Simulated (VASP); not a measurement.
Input of a VASP 6.6.1 run:

The input INCAR:

```
SYSTEM = HfTl2PbS4
ALGO = Normal ; EDIFF = 1E-6
ENCUT = 520 ; GGA = PE
ISIF = 2 ; ISMEAR = -1
LASPH = .TRUE. ; LCHARG = .FALSE.
LREAL = Auto ; LWAVE = .FALSE.
NBANDS = 88 ; NELM = 100
PREC = Accurate ; SIGMA = 0.1
```

The input KPOINTS:

```
k-points
0
G
  4 4 4
  0 0 0
```

The input POSCAR:

```
HfTl2PbS4
1.0
    0.0000000000      8.3306510000      0.0000000000
    7.8336280000     -4.1653260000      0.0000000000
    2.2422830000      0.0000000000     -6.4155180000
Tl Pb Hf S
4 2 2 8
Direct
    0.6237100000      0.4984600000      0.7694700000
    0.1252500000      0.5015400000      0.7305300000
    0.3762900000      0.5015400000      0.2305300000
    0.8747500000      0.4984600000      0.2694700000
    0.6232100000      1.0000000000      0.7500000000
    0.3767900000      1.0000000000      0.2500000000
    0.1208900000      1.0000000000      0.7500000000
    0.8791100000      1.0000000000      0.2500000000
    0.1977000000      0.1916000000      0.9972000000
    0.0061000000      0.8084000000      0.5028000000
    0.8023000000      0.8084000000      0.0028000000
    0.9939000000      0.1916000000      0.4972000000
    0.4434000000      0.2138000000      0.5362000000
    0.2296000000      0.7862000000      0.9638000000
    0.5566000000      0.7862000000      0.4638000000
    0.7704000000      0.2138000000      0.0362000000
```

Potentials or basis: VASP PAW PBE potentials, release 64 (Tl_d, Pb_d, Hf_pv, S).

Command:

```console
$ cat potpaw_PBE.64/Tl_d/POTCAR potpaw_PBE.64/Pb_d/POTCAR potpaw_PBE.64/Hf_pv/POTCAR potpaw_PBE.64/S/POTCAR > POTCAR
$ mpirun -np 1 vasp_std > vasp.out
```

Question: What does it give for the band gap on the k mesh?

Answer: 0.91 eV, indirect (least direct gap 1.82 eV).

Question: Predict the pressure.

Answer: -0.4 GPa.

Question: Estimate the largest force.

Answer: 0.248 eV/Å.

Forces on the atoms (eV/Å):
```
Tl   0.001 -0.014  0.046
Tl  -0.001 -0.014 -0.046
Tl  -0.001  0.014 -0.046
Tl   0.001  0.014  0.046
Pb   0.000  0.013  0.000
Pb   0.000 -0.013  0.000
Hf   0.000  0.104  0.000
Hf   0.000 -0.104  0.000
S   -0.225 -0.078  0.019
S    0.225 -0.078 -0.019
S    0.225  0.078 -0.019
S   -0.225  0.078  0.019
S   -0.160 -0.131 -0.138
S    0.160 -0.131  0.138
S    0.160  0.131  0.138
S   -0.160  0.131 -0.138
```

Caveat: spin-orbit coupling is left out, which moves the levels of the heavy elements. A k mesh can miss the band edges.
